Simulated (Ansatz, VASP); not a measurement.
**Ge: VASP beside Ansatz**

```
Ge
1.0
     0.00000    2.80755    2.82877
     2.84999    0.00000    2.82877
     2.84999    2.80755    0.00000
Ge
2
Direct
  0.50000 0.50000 0.50000
  0.75000 0.75000 0.75000
```

Change from the starting cell: strain +0.0075 x Voigt [1, -1, 0, 0, 0, 0], atoms carried along.

Alike in both runs: task single point; functional PBEsol; k mesh 14 × 14 × 14; occupations gaussian, width 0.15 eV; no spin polarisation.

```csv
,VASP,Ansatz
version,VASP 6.6.1,Ansatz 0.2.0
potentials or method,"VASP PAW PBE potentials, release 64 (Ge_d), cutoff 520 eV","scalar-relativistic, plane waves, PAW"
valence electrons in the cell,28,28
```

Ansatz gave:

* gap on the k mesh at the Fermi level (eV): 0.06
* least direct gap on the mesh (eV): 0.06
* pressure (GPa): 0.7
* traceless stress, the component that is largest in VASP (GPa): -0.54

**Question.** Estimate VASP's values.

**Answer.** gap on the k mesh at the Fermi level (eV): 0.06; least direct gap on the mesh (eV): 0.06; pressure (GPa): 0.2; traceless stress, the component that is largest in VASP (GPa): -0.54.

VASP's potentials were made for PBE, not for PBEsol.
